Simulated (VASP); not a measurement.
Wanted: the native input for a VASP 6.6.1 run.

| Quantity | Value |
| --- | --- |
| Task | relaxation of cell and atoms |
| Functional | PBE |
| Potentials or basis | VASP PAW PBE potentials, release 64 (Zn, O) |
| Cutoff | 600 eV |
| k mesh | 4 × 4 × 4 |
| Occupations | gaussian, width 0.2 eV |
| Spin | no spin polarisation |
| Dipole correction | no |
| Further INCAR settings | ALGO = Normal; EDIFF = 1e-06; IBRION = 2; EDIFFG = -0.08; NSW = 36; ISIF = 3 |

The structure of Zn4O lies in POSCAR:

```
Zn4O
1.0
    4.1963681000      0.0000000000      0.0000000000
    0.0000000000      4.1963681000      0.0000000000
    0.0000000000      0.0000000000      4.1963681000
Zn O
4 1
Direct
    0.2500000000      0.2500000000      0.2500000000
    0.7500000000      0.7500000000      0.2500000000
    0.2500000000      0.7500000000      0.7500000000
    0.7500000000      0.2500000000      0.7500000000
    0.0000000000      0.0000000000      0.0000000000
```

One way to write it, as run:

INCAR

```
PREC     = Accurate       # precision mode
ENCUT    = 600            # plane-wave cutoff, eV
EDIFF    = 1E-6           # SCF threshold, eV
ISMEAR   = 0              # smearing method
SIGMA    = 0.2            # smearing width, eV
LREAL    = F              # projectors in reciprocal space
LASPH    = T              # aspherical terms in the spheres
NELM     = 80             # most SCF steps
ALGO     = Normal         # electronic algorithm
ISIF     = 3              # what is computed and relaxed
LWAVE    = F              # write WAVECAR
LCHARG   = F              # write CHGCAR
GGA      = PE             # functional
IBRION   = 2              # ionic algorithm
NSW      = 36             # ionic steps
EDIFFG   = -0.08          # ionic threshold
```

KPOINTS

```
regular mesh
0
Gamma
  4 4 4
```

Potentials or basis: VASP PAW PBE potentials, release 64 (Zn, O).

Run with:

```bash
$ cat potpaw_PBE.64/Zn/POTCAR potpaw_PBE.64/O/POTCAR > POTCAR
$ mpirun -np 1 vasp_std > vasp.out
```

It gave:

```
Relaxed volume                         : 14.73 Å³/atom
Relaxed cell                           : a = 4.192 Å, b = 4.192 Å, c = 4.192 Å, α = 90.00°, β = 90.00°, γ = 90.00°
Space group after relaxing (to 0.05 Å) : P-43m (No. 215)
Energy gained by relaxing              : 263.0 meV/atom
Ionic steps                            : 5
Pressure after relaxing                : -0.2 GPa
Band gap on the k mesh                 : zero (band 27 reaches 4.20 eV, above the bottom of band 28 at 0.17 eV)
```

Caveat: the k points lie up to 0.37 Å⁻¹ apart in the final cell.

Wall time 54 s on 1 thread of Intel(R) Xeon(R) 6975P-C (Granite Rapids) (shared host), peak memory 0.21 GiB.
